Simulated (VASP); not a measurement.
Here is a VASP 6.6.1 calculation.

INCAR

```
PREC = Accurate
ENCUT = 520
EDIFF = 1E-7
ISMEAR = 0
SIGMA = 0.01
LREAL = F
LASPH = T
NELM = 80
ALGO = Normal
ISIF = 2
LWAVE = F
LCHARG = T
GGA = PE
LELF = T
LVHAR = T
NBANDS = 16
```

Contents of KPOINTS:

```
regular mesh
0
Gamma
  4 4 4
```

File POSCAR:

```
ZnS
1.0
    0.0000000000      2.7020000000      2.7020000000
    2.7020000000      0.0000000000      2.7020000000
    2.7020000000      2.7020000000      0.0000000000
Zn S
1 1
Direct
    0.2500000000      0.2500000000      0.2500000000
    0.0000000000      0.0000000000      0.0000000000
```

Potentials or basis: VASP PAW PBE potentials, release 64 (Zn, S).

The run is started by

```sh
$ cat potpaw_PBE.64/Zn/POTCAR potpaw_PBE.64/S/POTCAR > POTCAR
$ mpirun -np 1 vasp_std > vasp.out
```

Task: Predict the pressure.

Result: 2.1 GPa.

Task: What does it give for the band gap on the k mesh?

Result: 2.10 eV, direct.

Caveat: the k points lie up to 0.50 Å⁻¹ apart.
